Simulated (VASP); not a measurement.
Wanted: the native input for a VASP 6.6.1 run.

```
Task                   : single point
Functional             : PBE
Potentials or basis    : VASP PAW PBE potentials, release 64 (W_sv, S)
Cutoff                 : 520 eV
k mesh                 : 12 × 12 × 2
Occupations            : gaussian, width 0.15 eV
Spin                   : no spin polarisation
Dipole correction      : no
Further INCAR settings : ALGO = Normal; EDIFF = 1e-06; NBANDS = 20
```

The structure of WS2 lies in POSCAR:

```
WS2
1.0
    3.1835160000      0.0000000000      0.0000000000
   -1.5917580000      2.7570060000      0.0000000000
    0.0000000000      0.0000000000     16.9505780000
W S
1 2
Direct
    0.3151977181      0.6303954362      0.0000000000
    0.6666666667      0.3333333333      0.9079990000
    0.6666666667      0.3333333333      0.0920010000
```

The input as run:

INCAR

```
PREC = Accurate ; ENCUT = 520
EDIFF = 1E-6 ; ISMEAR = 0
SIGMA = 0.15 ; LREAL = False
LASPH = True ; NELM = 100
ALGO = Normal ; ISIF = 2
LWAVE = False ; LCHARG = False
GGA = PE ; NBANDS = 20
```

KPOINTS

```
regular mesh
0
Gamma
  12 12 2
```

Potentials or basis: VASP PAW PBE potentials, release 64 (W_sv, S).

Launch:

```console
$ cat potpaw_PBE.64/W_sv/POTCAR potpaw_PBE.64/S/POTCAR > POTCAR
$ mpirun -np 1 vasp_std > vasp.out
```

It gave:

```
Largest force          : 2.076 eV/Å
Band gap on the k mesh : 1.79 eV
```

Caveat: spin-orbit coupling is left out, which moves the levels of the heavy elements.

Run time: 3.8 min on 1 thread of Intel(R) Xeon(R) 6975P-C (Granite Rapids) (shared host), peak memory 0.39 GiB.
